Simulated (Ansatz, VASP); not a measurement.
# Sr in VASP and in Ansatz

File INCAR:

```
PREC     = Accurate       # precision mode
ENCUT    = 500            # plane-wave cutoff, eV
EDIFF    = 1E-6           # SCF threshold, eV
ISMEAR   = -1             # smearing method
SIGMA    = 0.01           # smearing width, eV
LREAL    = False          # projectors in reciprocal space
LASPH    = True           # aspherical terms in the spheres
NELM     = 120            # most SCF steps
ALGO     = Normal         # electronic algorithm
ISIF     = 2              # what is computed and relaxed
LWAVE    = False          # write WAVECAR
LCHARG   = False          # write CHGCAR
GGA      = CA             # functional
NBANDS   = 11             # bands
GGA_COMPAT= False
```

File KPOINTS:

```
Automatic mesh
0
Gamma
  9 9 9
```

The input POSCAR:

```
Sr
1.0
    0.0000000000      2.9028949114      2.9028949114
    2.9028949114      0.0000000000      2.9028949114
    2.9028949114      2.9028949114      0.0000000000
Sr
1
Direct
    0.0000000000      0.0000000000      0.0000000000
```

Input for Ansatz:

```yaml
crystal:
  lattice:
    - [0.0, 2.9028949114, 2.9028949114]
    - [2.9028949114, 0.0, 2.9028949114]
    - [2.9028949114, 2.9028949114, 0.0]
  atoms:
    - { symbol: Sr, position: [0.0, 0.0, 0.0] }
hamiltonian:
  xc: lda
  pseudopotentials:
    kind: paw
    azcp:
      Sr: "pseudopotentials/Sr.paw.azcp"
basis:
  ecutwfc: 420
  fft_grid_basis: typed
kpoints:
  mp_grid: { grid: [9, 9, 9], shift: [0, 0, 0] }
magnetization:
  spin_polarized: false
scf:
  occupations: { method: fermi_dirac, width: 0.01 }
  lower_state_search: "off"
output:
  stress: true
```

Alike in both runs: task single point; functional LDA; k mesh 9 × 9 × 9; occupations fermi-dirac, width 0.01 eV; no spin polarisation.

```csv
,VASP,Ansatz
version,VASP 6.6.1,Ansatz 0.2.0
potentials or method,"VASP PAW LDA potentials, release 64 (Sr_sv), cutoff 500 eV","plane waves (420 eV) with PAW, scalar-relativistic"
valence electrons in the cell,10,10
```

|  | VASP | Ansatz | Ansatz less VASP |
| --- | --- | --- | --- |
| pressure (GPa) | 0.0 | 0.0 | 0.00 |

Ansatz warns that its potentials were made for another functional, while VASP's fit it. LDA's correlation is that of Perdew and Zunger in VASP and of Perdew and Wang (1992) in Ansatz.
